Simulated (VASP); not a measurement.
Wanted: the native input for a VASP 6.6.1 run.

```
Task                   : single point
Functional             : PBEsol
Potentials or basis    : VASP PAW PBE potentials, release 64 (Mo_sv)
Cutoff                 : 520 eV
k mesh                 : 16 × 16 × 16
Occupations            : gaussian, width 0.1 eV
Spin                   : no spin polarisation
Dipole correction      : no
Further INCAR settings : ALGO = Normal; EDIFF = 1e-06; NBANDS = 13
```

The structure of Mo lies in POSCAR:

```
Mo
1.0
    2.5749386507      0.0000000000      0.0000000000
    0.0000000000      2.5749386507      0.0000000000
    0.0000000000      0.0000000000      2.5749386507
Mo
1
Direct
    0.0000000000      0.0000000000      0.0000000000
```

One way to write it, as run:

INCAR

```
SYSTEM = Mo
ALGO = Normal
EDIFF = 1E-6
ENCUT = 520
GGA = PS
ISIF = 2
ISMEAR = 0
LASPH = .TRUE.
LCHARG = .TRUE.
LELF = .TRUE.
LREAL = .FALSE.
LVHAR = .TRUE.
LWAVE = .FALSE.
NBANDS = 13
NELM = 60
PREC = Accurate
SIGMA = 0.1
```

KPOINTS

```
k-points
0
G
  16 16 16
  0 0 0
```

Potentials or basis: VASP PAW PBE potentials, release 64 (Mo_sv).

Run with:

```console
$ cat potpaw_PBE.64/Mo_sv/POTCAR > POTCAR
$ mpirun -np 1 vasp_std > vasp.out
```

Results of the run:

```yaml
Pressure: 0.5 GPa
Band_gap_on_the_k_mesh: zero (band 7 reaches 12.48 eV, above the bottom of band 8 at 9.79 eV)
```

Caveat: the PAW data sets were made with another functional, which shifts forces and pressure a little.

Wall time 13 s on 1 thread of AMD EPYC 9R45 96-Core Processor (Zen 5), on a shared host, peak memory 0.12 GiB.
